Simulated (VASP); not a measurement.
# Cs (Fd-3m) in VASP: a series of runs, part 2 of 2

VASP 6.6.1. Earlier steps stand in the parts before.

### 3 Relaxation of cell and atoms, LDA, target pressure 15 GPa, at which the enthalpy is minimised

Contents of INCAR:

```
ALGO     = Normal         # electronic algorithm
EDIFF    = 1E-7           # SCF threshold, eV
EDIFFG   = -0.02          # ionic threshold
ENCUT    = 500            # plane-wave cutoff, eV
GGA      = CA             # functional
GGA_COMPAT= F            
IBRION   = 2              # ionic algorithm
ISIF     = 3              # what is computed and relaxed
ISMEAR   = 0              # smearing method
LASPH    = T              # aspherical terms in the spheres
LCHARG   = F              # write CHGCAR
LREAL    = F              # projectors in reciprocal space
LWAVE    = F              # write WAVECAR
NELM     = 120            # most SCF steps
NELMIN   = 4            
NSW      = 80             # ionic steps
PREC     = Accurate       # precision mode
PSTRESS  = 150.0        
SIGMA    = 0.05           # smearing width, eV
```

Contents of KPOINTS:

```
k-points
0
Gamma
  4 4 4
```

Contents of POSCAR:

```
Cs
1.0
    0.0000000000      5.2550000000      5.2550000000
    5.2550000000      0.0000000000      5.2550000000
    5.2550000000      5.2550000000      0.0000000000
Cs
2
Direct
    1.0000000000      1.0000000000      1.0000000000
    0.2500000000      0.2500000000      0.2500000000
```

Potentials or basis: VASP PAW LDA potentials, release 64 (Cs_sv).

Command:

```
$ cat potpaw_LDA.64/Cs_sv/POTCAR > POTCAR
$ mpirun -np 1 vasp_std > vasp.out
```

OUTCAR:

```text
EDIFF = 1E-7
   EDIFFG = -0.02
   ENCUT = 500
   GGA = CA
   IBRION = 2
   ISIF = 3
   ISMEAR = 0
   LASPH = T
   LREAL = F
   NELM = 120
   NELMIN = 4
   NSW = 80
   PREC = Accurate
   PSTRESS = 150.0

 ion  position               nearest neighbor table
   1  0.000  0.000  0.000-
   2  0.250  0.250  0.250-

  LATTYP: Found a face centered cubic cell.
 ALAT       =    10.5100000000

  Lattice vectors:

 A1 = (   0.0000000000,   5.2550000000,   5.2550000000)
 A2 = (   5.2550000000,   0.0000000000,   5.2550000000)
 A3 = (   5.2550000000,   5.2550000000,   0.0000000000)

Analysis of symmetry for initial positions (statically):
=====================================================================
 Subroutine PRICEL returns:
 Original cell was already a primitive cell.

 Routine SETGRP: Setting up the symmetry group for a
 face centered cubic supercell.

 Subroutine GETGRP returns: Found 48 space group operations
 (whereof 24 operations were pure point group operations)
 out of a pool of 48 trial point group operations.

The static configuration has the point symmetry T_d .
 The point group associated with its full space group is O_h .

Analysis of symmetry for dynamics (positions and initial velocities):
[... 129 lines left out ...]
  energy-cutoff  :      500.00
  volume of cell :      290.23
 maximum number of plane-waves:      7391
   NGX = 27   NGY = 27   NGZ = 27

--------------------------------------- Ionic step        1  -------------------------------------------

 number of electron      17.9999996 magnetization

 Free energy of the ion-electron system (eV)
  ---------------------------------------------------
  ext. energy  EPLUGINS =         0.00000000
  ---------------------------------------------------
  free energy    TOTEN  =        -1.40470496 eV

  energy without entropy =       -1.40208497  energy(sigma->0) =       -1.40339497

 E-fermi :  -0.0056     XC(G=0):  -4.8851

 val. band max:       -0.0389301355   @ k =   0.5000   0.0000   0.0000
 cond. band min:       0.0712839456   @ k =  -0.2500   0.5000   0.2500
 fundamental gap:      0.1102140811
 Fermi energy:        -0.0056475882
[... 494 lines left out ...]
  band No.  band energies     occupation
      1     -16.1579      2.00000
      2     -16.1579      2.00000
      3      -7.2403      2.00000
      4      -7.2403      2.00000
      5       1.3070      2.00000
      6       1.3070      2.00000
      7       4.2751      2.00000
      8       4.2751      2.00000
      9      10.0867      0.00817
     10      10.0867      0.00817
     11      13.8938      0.00000
     12      13.8938      0.00000
     13      19.2038      0.00000

[... ionic steps 4 to 7 ...]

--------------------------------------- Ionic step        8  -------------------------------------------

 number of electron      18.0000000 magnetization

------------------------ aborting loop because EDIFF is reached ----------------------------------------
[... 71 lines left out ...]
--------------------------------------- Ionic step       10  -------------------------------------------

 number of electron      18.0000000 magnetization

 Free energy of the ion-electron system (eV)
  ---------------------------------------------------
  ext. energy  EPLUGINS =         0.00000000
  ---------------------------------------------------
  free energy    TOTEN  =         0.85078226 eV

  energy without entropy =        0.85595964  energy(sigma->0) =        0.85337095

 E-fermi :   3.7615     XC(G=0):  -8.7566

 val. band max:        3.7540430557   @ k =  -0.2500   0.2500   0.0000
 cond. band min:       3.9364635269   @ k =   0.2500   0.2500   0.0000
 fundamental gap:      0.1824204712
 Fermi energy:         3.7614901431
[... 159 lines left out ...]
  energy  without entropy=        0.8559596351  energy(sigma->0) =        0.85337095

  enthalpy is  TOTEN    =         8.5039750726 eV   P V=        7.6531928082

 reached required accuracy - stopping structural energy minimisation
```

OSZICAR:

```text
N       E                     dE             d eps       ncg     rms          rms(c)
DAV:   1     0.137637700180E+03    0.13764E+03   -0.56250E+03   208   0.965E+02
DAV:   2     0.205727574518E+02   -0.11706E+03   -0.11421E+03   312   0.166E+02
DAV:   3    -0.736875316345E+00   -0.21310E+02   -0.21140E+02   263   0.744E+01
[... 122 lines left out ...]
DAV:   2     0.850644832009E+00    0.44675E-03   -0.63380E-04   208   0.162E-01    0.485E-02
DAV:   3     0.850780447731E+00    0.13562E-03   -0.52810E-04   208   0.132E-01    0.938E-03
DAV:   4     0.850781512084E+00    0.10644E-05   -0.68837E-06   223   0.184E-02    0.666E-03
DAV:   5     0.850782237570E+00    0.72549E-06   -0.65325E-07   233   0.609E-03    0.164E-03
DAV:   6     0.850782264462E+00    0.26893E-07   -0.10696E-07   114   0.209E-03
  10 F= 0.85039751E+01 E0= 0.85065638E+01  d E =-.794181E-04
```

Run time: 7.3 min. Hardware: 1 thread of Intel Xeon Platinum 8259CL at 2.50GHz (Skylake/Cascade Lake), shared host; peak memory 0.44 GiB.

What came out:

```yaml
Free_energy: 0.8508 eV
Relaxed_volume: 40.87 Å³/atom
Relaxed_cell: a = 4.871 Å, b = 4.871 Å, c = 4.871 Å, α = 60.00°, β = 60.00°, γ = 60.00°
Space_group_after_relaxing_to_0.1_Å: Fd-3m (No. 227)
Energy_change_on_relaxing_the_run_minimises_the_enthalpy: +1127.7 meV/atom
Ionic_steps: 10
Pressure_after_relaxing: 15.0 GPa
Band_gap_on_the_k_mesh: zero (bands 9 and 10 overlap by 0.83 eV)
```

The path:
| step | energy change (eV) | largest force (eV/Å) | pressure (GPa) | volume (Å³) |
| --- | --- | --- | --- | --- |
| 1 | 0.0000 | 0.0000 | 0.04 | 290.23 |
| 2 | 247.9285 | 0.0000 | 6023.07 | 12.04 |
| 3 | 0.0177 | 0.0000 | 0.16 | 259.16 |
| 4 | 0.0506 | 0.0000 | 0.28 | 234.81 |
| 5 | 1.8286 | 0.0000 | 11.20 | 87.01 |
| 6 | 21.9968 | 0.0000 | 224.48 | 37.98 |
| 7 | 2.0202 | 0.0000 | 12.88 | 84.46 |
| 8 | 2.2719 | 0.0000 | 15.14 | 81.57 |
| 9 | 2.2368 | 0.0000 | 14.82 | 81.95 |
| 10 | 2.2555 | 0.0000 | 14.99 | 81.75 |

Final structure:
```
Cs
1.0
     0.00000    3.44464    3.44464
     3.44464    0.00000    3.44464
     3.44464    3.44464    0.00000
Cs
2
Direct
  0.00000 0.00000 0.00000
  0.25000 0.25000 0.25000
```

Caveat: the cell is relaxed towards a set pressure, so the run minimises the enthalpy, not the energy; the volume moved by over 15 % at a fixed basis, so the end points are rough; spin-orbit coupling is left out, which moves the levels of the heavy elements.
